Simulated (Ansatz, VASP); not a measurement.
# Two plane-wave programs on AgI

POSCAR

```
AgI
1.0
   -2.3699115150      2.3699115150      3.3552930423
    2.3699115150     -2.3699115150      3.3552930423
    2.3699115150      2.3699115150     -3.3552930423
Ag I
1 1
Direct
    0.2500000000      0.7500000000      0.5000000000
    0.0000000000      0.0000000000      0.0000000000
```

Contents of INCAR.step1:

```
ALGO = Normal
EDIFF = 1E-5
ENCUT = 550
GGA = PE
GGA_COMPAT = F
ISMEAR = 0
LASPH = T
LCHARG = F
LREAL = F
LWAVE = T
NBANDS = 16
NELM = 120
PREC = Accurate
SIGMA = 0.01
```

INCAR.step2

```
ALGO = Normal
EDIFF = 1E-6
ENCUT = 550
GGA_COMPAT = F
ISIF = 2
ISMEAR = 0
ISTART = 1
LASPH = T
LCHARG = F
LMIXTAU = T
LREAL = F
LWAVE = F
METAGGA = R2SCAN
NBANDS = 16
NELM = 120
PREC = Accurate
SIGMA = 0.01
```

KPOINTS

```
k-points
0
Gamma
  6 6 6
```

Input for Ansatz:

```yaml
crystal:
  lattice:
    - [-2.369911515, 2.369911515, 3.3552930423]
    - [2.369911515, -2.369911515, 3.3552930423]
    - [2.369911515, 2.369911515, -3.3552930423]
  atoms:
    - { symbol: Ag, position: [0.25, 0.75, 0.5] }
    - { symbol: I, position: [0.0, 0.0, 0.0] }
kpoints:
  mp_grid: { grid: [6, 6, 6] }
hamiltonian:
  xc: r2scan
scf:
  occupations: { method: fixed }
  n_extra_bands: 4
output:
  forces: true
  stress: true
  eigenvalues: true
```

Alike in both runs: task single point; functional r2SCAN; k mesh 6 × 6 × 6; no spin polarisation.

|  | VASP | Ansatz |
| --- | --- | --- |
| version | VASP 6.6.1 | Ansatz 0.2.0 |
| potentials or method | VASP PAW PBE potentials, release 64 (Ag, I) | plane waves, PAW |
| plane-wave cutoff (eV) | 550 | 500 |
| occupations | gaussian, width 0.01 eV | fixed |
| valence electrons in the cell | 18 | 36 |

```tsv
	VASP	Ansatz	Ansatz less VASP
gap on the k mesh at the Fermi level (eV)	1.79	1.83	+0.032
pressure (GPa)	-1.5	-1.5	+0.10
```

VASP's potentials were made for PBE, not for r2SCAN. VASP's potentials hold 18 valence electrons a cell and Ansatz's 36, so a difference there can come from the potentials and not from the codes.

Neither program's run includes spin-orbit coupling.
